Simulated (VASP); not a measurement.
Here is a VASP 6.6.1 calculation.

File INCAR:

```
SYSTEM = Sr4TmSi
  ALGO = Normal
  EDIFF = 1E-7
  EDIFFG = -0.01
  ENCUT = 500
  GGA = PE
  GGA_COMPAT = .False.
  IBRION = 2
  ISIF = 4
  ISMEAR = 0
  LASPH = .True.
  LCHARG = .False.
  LMAXMIX = 6
  LREAL = .False.
  LWAVE = .False.
  NELM = 200
  NELMIN = 4
  NSW = 50
  PREC = Accurate
  SIGMA = 0.1
```

The input KPOINTS:

```
k-points
0
Gamma
  6 6 6
  0 0 0
```

File POSCAR:

```
Sr4TmSi
1.0
    2.8291094743      1.6333871165      8.5170332020
   -2.8291094743      1.6333871165      8.5170332020
    0.0000000000     -3.2667742330      8.5170332020
Sr Tm Si
4 1 1
Direct
    0.7052051449      0.7052051449      0.7052051449
    0.2947948551      0.2947948551      0.2947948551
    0.8816442321      0.8816442321      0.8816442321
    0.1183557679      0.1183557679      0.1183557679
    0.5000000000      0.5000000000      0.5000000000
    0.0000000000      0.0000000000      0.0000000000
```

Potentials or basis: VASP PAW PBE potentials, release 64 (Sr_sv, Tm_3, Si), 4f in core.

Launch:

```bash
$ cat potpaw_PBE.64/Sr_sv/POTCAR potpaw_PBE.64/Tm_3/POTCAR potpaw_PBE.64/Si/POTCAR > POTCAR
$ mpirun -np 1 vasp_std > vasp.out
```

(1) Estimate the band gap on the k mesh.

## Answers

(1) zero (an odd number of electrons rules out a gap without spin polarisation).

Caveat: spin-orbit coupling is left out, which moves the levels of the heavy elements; the 4f electrons are frozen in the core, so they carry no moment and show no levels.
